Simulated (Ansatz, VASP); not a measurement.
**Cu in VASP and in Ansatz**

The input INCAR:

```
PREC = Accurate
ENCUT = 520
EDIFF = 1E-6
ISMEAR = 0
SIGMA = 0.15
LREAL = F
LASPH = T
NELM = 100
ALGO = Fast
ISIF = 2
LWAVE = F
LCHARG = F
GGA = PS
NBANDS = 18
```

File KPOINTS:

```
Automatic mesh
0
Gamma
  24 24 12
```

Contents of POSCAR:

```
Cu
1.0
    2.7368244034      0.0000000000      0.0000000000
   -1.3684122017      2.3701594590      0.0000000000
    0.0000000000      0.0000000000      4.4415766800
Cu
2
Direct
    0.3333333333      0.6666666667      0.2500000000
    0.6666666667      0.3333333333      0.7500000000
```

Input for Ansatz:

```yaml
crystal:
  lattice:
    - [2.7368244034, 0.0, 0.0]
    - [-1.3684122017, 2.370159459, 0.0]
    - [0.0, 0.0, 4.44157668]
  atoms:
    - { symbol: Cu, position: [0.3333333333, 0.6666666667, 0.25] }
    - { symbol: Cu, position: [0.6666666667, 0.3333333333, 0.75] }
basis:
  ecutwfc: 420
kpoints:
  mp_grid: { grid: [24, 24, 12] }
hamiltonian:
  xc: pbesol
scf:
  occupations: { method: gaussian, width: 0.15 }
output:
  forces: true
  stress: true
  eigenvalues: true
  write_density: true
  write_potential: true
  elf: true
  volumetric_format: npy
```

Change from the starting cell: strain +0.080 along x and y, +0.080 along z, atoms carried along.

Alike in both runs: task single point; functional PBEsol; k mesh 24 × 24 × 12; occupations gaussian, width 0.15 eV; no spin polarisation.

```csv
,VASP,Ansatz
version,VASP 6.6.1,Ansatz 0.2.0
potentials or method,"VASP PAW PBE potentials, release 64 (Cu), cutoff 520 eV","scalar-relativistic, plane waves, PAW"
valence electrons in the cell,22,38
```

Ansatz gave:

```
gap on the k mesh at the Fermi level (eV)                     : none
pressure (GPa)                                                : -21.9
traceless stress, the component that is largest in VASP (GPa) : 0.62
```

Question: Which values does VASP return?

Answer: gap on the k mesh at the Fermi level (eV): none; pressure (GPa): -21.5; traceless stress, the component that is largest in VASP (GPa): 0.61.

VASP's potentials were made for PBE, not for PBEsol. A gap of «none» marks a metal or a gap that the smearing closes. VASP's potentials hold 22 valence electrons a cell and Ansatz's 38, so a difference there can come from the potentials and not from the codes.
